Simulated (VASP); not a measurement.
# Be (Pmmm) in VASP: single point with PBE

Aim: the single point of Be with PBE.

Everything below comes from runs of VASP 6.6.1. Logs are shortened: lines on timing, memory, paths and dates and some standing lists are left out, and cuts for length are marked.

### Step 1. The cell of the first run

Symmetry: Pmmm, No. 47, orthorhombic system. The conventional cell has a = 2.104 Å, b = 3.382 Å, c = 4.175 Å, α = 90.00°, β = 90.00°, γ = 90.00°. Be (site symmetry mm2) has 8 Be at 2.06 to 2.24 Å within 2.7 Å. Be (site symmetry mmm) has 10 Be at 2.10 to 2.24 Å within 2.8 Å.

### Step 2. Single point, PBE

INCAR reads:

```
SYSTEM = Be
ALGO     = Fast           ! electronic algorithm
EDIFF    = 1E-6           ! SCF threshold, eV
ENCUT    = 520            ! plane-wave cutoff, eV
GGA      = PE             ! functional
ISIF     = 2              ! what is computed and relaxed
ISMEAR   = 0              ! smearing method
LASPH    = .True.         ! aspherical terms in the spheres
LCHARG   = .False.        ! write CHGCAR
LREAL    = .False.        ! projectors in reciprocal space
LWAVE    = .False.        ! write WAVECAR
NBANDS   = 10             ! bands
NELM     = 100            ! most SCF steps
PREC     = Accurate       ! precision mode
SIGMA    = 0.1            ! smearing width, eV
```

KPOINTS reads:

```
k-points
0
Gamma
  22 14 12
  0 0 0
```

POSCAR reads:

```
Be
1.0
    2.1043746198      0.0000000000      0.0000000000
    0.0000000000      3.3815798208      0.0000000000
    0.0000000000      0.0000000000      4.1749141594
Be
3
Direct
    0.5000000000      0.5000000000      0.2466378841
    0.5000000000      0.5000000000      0.7533621159
    0.0000000000      0.0000000000      0.0000000000
```

Potentials or basis: VASP PAW PBE potentials, release 64 (Be).

Started as:

```
cat potpaw_PBE.64/Be/POTCAR > POTCAR
mpirun -np 1 vasp_std > vasp.out
```

OUTCAR:

```text
SYSTEM = Be
   EDIFF = 1E-6
   ENCUT = 520
   GGA = PE
   ISIF = 2
   ISMEAR = 0
   LASPH = .True.
   LREAL = .False.
   NELM = 100
   PREC = Accurate

 ion  position               nearest neighbor table
   1  0.500  0.500  0.247-   2 2.06   2 2.12   3 2.24   3 2.24   3 2.24   3 2.24
   2  0.500  0.500  0.753-   1 2.06   1 2.12   3 2.24   3 2.24   3 2.24   3 2.24
   3  0.000  0.000  0.000-   1 2.24   2 2.24   1 2.24   2 2.24   1 2.24   2 2.24   1 2.24   2 2.24

  LATTYP: Found a simple orthorhombic cell.
 ALAT       =     2.1043746198
 B/A-ratio  =     1.6069286281
 C/A-ratio  =     1.9839215509

  Lattice vectors:

 A1 = (   2.1043746198,   0.0000000000,   0.0000000000)
 A2 = (   0.0000000000,   3.3815798208,   0.0000000000)
 A3 = (   0.0000000000,   0.0000000000,   4.1749141594)

Analysis of symmetry for initial positions (statically):
=====================================================================
 Subroutine PRICEL returns:
 Original cell was already a primitive cell.

 Routine SETGRP: Setting up the symmetry group for a
 simple orthorhombic supercell.

 Subroutine GETGRP returns: Found  8 space group operations
 (whereof  8 operations were pure point group operations)
 out of a pool of  8 trial point group operations.

The static configuration has the point symmetry D_2h.

Analysis of symmetry for dynamics (positions and initial velocities):
=====================================================================
 Subroutine PRICEL returns:
 Original cell was already a primitive cell.

 Routine SETGRP: Setting up the symmetry group for a
 simple orthorhombic supercell.

 Subroutine GETGRP returns: Found  8 space group operations
 (whereof  8 operations were pure point group operations)
 out of a pool of  8 trial point group operations.

The dynamic configuration has the point symmetry D_2h.

 Subroutine INISYM returns: Found  8 space group operations
 (whereof  8 operations are pure point group operations),
 and found     1 'primitive' translations

----------------------------------------------------------------------------------------

                                     Primitive cell

  volume of cell :      29.7092

  direct lattice vectors                    reciprocal lattice vectors
     2.104374620  0.000000000  0.000000000     0.475200561  0.000000000  0.000000000
     0.000000000  3.381579821  0.000000000     0.000000000  0.295719768  0.000000000
     0.000000000  0.000000000  4.174914159     0.000000000  0.000000000  0.239525883

  length of vectors
     2.104374620  3.381579821  4.174914159     0.475200561  0.295719768  0.239525883

  position of ions in fractional coordinates (direct lattice)
     0.500000000  0.500000000  0.246637884
     0.500000000  0.500000000  0.753362116
     0.000000000  0.000000000  0.000000000

  ion indices of the primitive-cell ions
   primitive index   ion index
                 1           1
                 2           2
                 3           3

----------------------------------------------------------------------------------------

 KPOINTS: k-points

Automatic generation of k-mesh.
 Grid dimensions read from file:
 generate k-points for:   22   14   12

 Generating k-lattice:

  Cartesian coordinates                     Fractional coordinates (reciprocal lattice)
     0.021600026  0.000000000  0.000000000     0.045454545  0.000000000  0.000000000
     0.000000000  0.021122841  0.000000000     0.000000000  0.071428571  0.000000000
     0.000000000  0.000000000  0.019960490     0.000000000  0.000000000  0.083333333

  Length of vectors
     0.021600026  0.021122841  0.019960490

  Shift w.r.t. Gamma in fractional coordinates (k-lattice)
     0.000000000  0.000000000  0.000000000

 Subroutine IBZKPT returns following result:
 ===========================================

 Found    672 irreducible k-points:

 Following reciprocal coordinates:
            Coordinates               Weight
  0.000000  0.000000  0.000000      1.000000
  0.045455  0.000000  0.000000      2.000000
  0.090909  0.000000  0.000000      2.000000
  0.136364  0.000000  0.000000      2.000000
  0.181818  0.000000  0.000000      2.000000
  0.227273  0.000000  0.000000      2.000000
[... 16 lines left out ...]
  0.454545  0.071429  0.000000      4.000000
  0.500000  0.071429  0.000000      2.000000
 [... further k-points ...]
   k-points           NKPTS =    672   k-points in BZ     NKDIM =    672   number of bands    NBANDS=     10
   number of dos      NEDOS =    301   number of ions     NIONS =      3
   total plane-waves  NPLWV =  14336
   dimension x,y,z NGX =    16 NGY =   28 NGZ =   32
   dimension x,y,z NGXF=    32 NGYF=   56 NGZF=   64
   ions per type =               3
   NGX,Y,Z   is equivalent  to a cutoff of  12.64, 13.77, 12.74 a.u.
   NGXF,Y,Z  is equivalent  to a cutoff of  25.28, 27.53, 25.48 a.u.
 SYSTEM =  Be
   PREC   = accura    normal or accurate (medium, high low for compatibility)
   ISTART =      0    job   : 0-new  1-cont  2-samecut
   ICHARG =      2    charge: 1-file 2-atom 10-const
   ISPIN  =      1    spin polarized calculation?
   LNONCOLLINEAR =      F non collinear calculations
   LSORBIT =      F    spin-orbit coupling
   LASPH  =      T    aspherical Exc in radial PAW
   ENCUT  =  520.0 eV  38.22 Ry    6.18 a.u.   3.91  6.29  7.76*2*pi/ulx,y,z
   NELM   =    100;   NELMIN=  2; NELMDL= -5     # of ELM steps
   EDIFF  = 0.1E-05   stopping-criterion for ELM
   LREAL  =      F    real-space projection
   EDIFFG = 0.1E-04   stopping-criterion for IOM
   NSW    =      0    number of steps for IOM
   IBRION =     -1    ionic relax: 0-MD 1-quasi-New 2-CG
   NFREE  =      0    steps in history (QN), initial steepest desc. (CG)
   ISIF   =      2    stress and relaxation
   ISYM   =      2    0-nonsym 1-usesym 2-fastsym
   POTIM  = 0.5000    time-step for ionic-motion
   TEBEG  =    0.0;   TEEND  =   0.0 temperature during run
   PSTRESS=    0.0 pullay stress
   NELECT =       6.0000    total number of electrons
   NUPDOWN=      -1.0000    fix difference up-down
   EMIN   =  10.00;   EMAX   =-10.00  energy-range for DOS
   EFERMI =   0.00;   METHOD = LEGACY
   ISMEAR =     0;   SIGMA  =   0.10  broadening in eV -4-tet -1-fermi 0-gaus
   EFERMI_NEDOS =   21; number of points for ismear=-14 and -15
   IALGO  =     68    algorithm
   IMIX   =      4    mixing-type and parameters
     AMIX     =   0.40;   BMIX     =  1.00
     AMIX_MAG =   1.60;   BMIX_MAG =  1.00
  volume/ion in A,a.u.               =       9.90        66.83
  Fermi-wavevector in a.u.,A,eV,Ry     =   0.960495  1.815073 12.552067  0.922551
  Thomas-Fermi vector in A             =   2.089784
   LORBIT       =      0    0 simple, 1 ext, 2 COOP (PROOUT), +10 PAW based schemes
   GGA     = PE    functional components
   LHFCALC =     F    Hartree Fock is set to
   AEXX    =    0.0000 exact exchange contribution
   IVDW    =     0    specifies the selected vdW correction
   LEPSILON=     F    determine dielectric tensor
   LRPA    =     F    only Hartree local field effects (RPA)
 non-spin polarized calculation
 RMM-DIIS sequential band-by-band and
 Gauss-broadening in eV      SIGMA  =   0.10
  energy-cutoff  :      520.00
  volume of cell :       29.71
 maximum number of plane-waves:       824
 NGX is ok and might be reduce to    16
   NGX =  7   NGY = 13   NGZ = 15

 number of electron       6.0000000 magnetization

 Free energy of the ion-electron system (eV)
  ---------------------------------------------------
  ext. energy  EPLUGINS =         0.00000000
  ---------------------------------------------------
  free energy    TOTEN  =       -10.00811229 eV

  energy without entropy =      -10.00466558  energy(sigma->0) =      -10.00638894

 E-fermi :   4.1599     XC(G=0):  -9.6932

 val. band max:        4.1580949214   @ k =   0.0455   0.2143   0.5000
 cond. band min:       4.1665346613   @ k =   0.2727   0.4286   0.3333
 fundamental gap:      0.0084397399
 Fermi energy:         4.1598559387

 k-point     1 :       0.0000    0.0000    0.0000
  band No.  band energies     occupation
      1      -5.2197      2.00000
      2       0.9694      2.00000
      3       2.5018      2.00000
      4       2.7646      2.00000
      5       8.8023      0.00000
      6      10.6467      0.00000
      7      14.1288      0.00000
      8      15.4754      0.00000
      9      16.3320      0.00000
     10      19.0800      0.00000

 k-point     2 :       0.0455    0.0000    0.0000
  band No.  band energies     occupation
      1      -5.1685      2.00000
      2       1.0308      2.00000
      3       2.5504      2.00000
      4       2.8324      2.00000
      5       8.8025      0.00000
      6      10.7108      0.00000
      7      14.1898      0.00000
      8      15.4406      0.00000
      9      16.3137      0.00000
     10      18.5274      0.00000

 k-point     3 :       0.0909    0.0000    0.0000
  band No.  band energies     occupation
      1      -5.0150      2.00000
      2       1.2139      2.00000
      3       2.6952      2.00000
      4       3.0358      2.00000
      5       8.7897      0.00000
      6      10.9028      0.00000
      7      14.3709      0.00000
      8      15.3363      0.00000
      9      16.1474      0.00000
     10      17.4421      0.00000

 k-point     4 :       0.1364    0.0000    0.0000
  band No.  band energies     occupation
      1      -4.7595      2.00000
      2       1.5154      2.00000
      3       2.9324      2.00000
      4       3.3743      2.00000
      5       8.7185      0.00000
      6      11.2209      0.00000
      7      14.6648      0.00000
      8      15.1642      0.00000
      9      15.3327      0.00000
     10      16.8905      0.00000
[... 222 lines left out ...]
 k-point    22 :       0.4091    0.0714    0.0000
  band No.  band energies     occupation
      1      -1.1144      2.00000
      2       2.8754      2.00000
      3       5.5615      0.00000
      4       6.2571      0.00000
      5       8.0529      0.00000
      6      13.0517      0.00000
      7      13.2623      0.00000
      8      13.6712      0.00000
      9      13.9460      0.00000
     10      15.5265      0.00000

 k-point    23 :       0.4545    0.0714    0.0000
  band No.  band energies     occupation
      1      -0.2221      2.00000
      2       1.9238      2.00000
      3       5.8608      0.00000
      4       6.8472      0.00000
      5       9.1300      0.00000
      6      11.9749      0.00000
      7      12.7430      0.00000
      8      13.0229      0.00000
      9      14.0443      0.00000
     10      15.9809      0.00000

 k-point    24 :       0.5000    0.0714    0.0000
  band No.  band energies     occupation
      1       0.4683      2.00000
      2       1.1966      2.00000
      3       5.9697      0.00000
      4       7.1148      0.00000
      5       9.9954      0.00000
      6      11.0023      0.00000
      7      12.3595      0.00000
      8      12.9995      0.00000
      9      14.1490      0.00000
     10      16.1617      0.00000

 [... further k-points ...]
[... 5 lines left out ...]
  --------------------------------------------------------------------------------------
  -------------------------------------------------------------------------------------
  Total        0.0247514      0.0224519      0.0241386      0.0000000      0.0000000      0.0000000
  in kB        1.3348123      1.2108022      1.3017671      0.0000000      0.0000000      0.0000000
  external PRESSURE =       1.2824606 kB  Pullay stress =       0.0000000 kB

 VOLUME and BASIS-vectors are now :
 -----------------------------------------------------------------------------
  energy-cutoff  :      520.00
  volume of cell :       29.71
      direct lattice vectors                 reciprocal lattice vectors
     2.104374620  0.000000000  0.000000000     0.475200561  0.000000000  0.000000000
     0.000000000  3.381579821  0.000000000     0.000000000  0.295719768  0.000000000
     0.000000000  0.000000000  4.174914159     0.000000000  0.000000000  0.239525883

 POSITION                                       TOTAL-FORCE (eV/Angst)
 -----------------------------------------------------------------------------------
      1.05219      1.69079      1.02969         0.000000      0.000000      0.011508
      1.05219      1.69079      3.14522        -0.000000      0.000000     -0.011508
      0.00000      0.00000      0.00000         0.000000      0.000000      0.000000
 -----------------------------------------------------------------------------------
    total drift:                                0.000000      0.000000     -0.000000

  FREE ENERGIE OF THE ION-ELECTRON SYSTEM (eV)
  ---------------------------------------------------
  free  energy   TOTEN  =       -10.0081122931 eV

  energy  without entropy=      -10.0046655827  energy(sigma->0) =      -10.00638894
```

Run time: 77 s. Hardware: 1 thread of Intel Xeon 6975P-C, shared host; peak memory 0.27 GiB.

What came out:

| Quantity | Value |
| --- | --- |
| Free energy | -10.0081 eV |
| Pressure | 0.1 GPa |
| Largest force | 0.012 eV/Å |
| Band gap on the k mesh | zero (band 3 reaches 6.70 eV, above the bottom of band 4 at 0.74 eV) |

Forces in eV/Å, atoms in the order of the input:
```
Be   0.000  0.000  0.012
Be   0.000  0.000 -0.012
Be   0.000  0.000  0.000
```
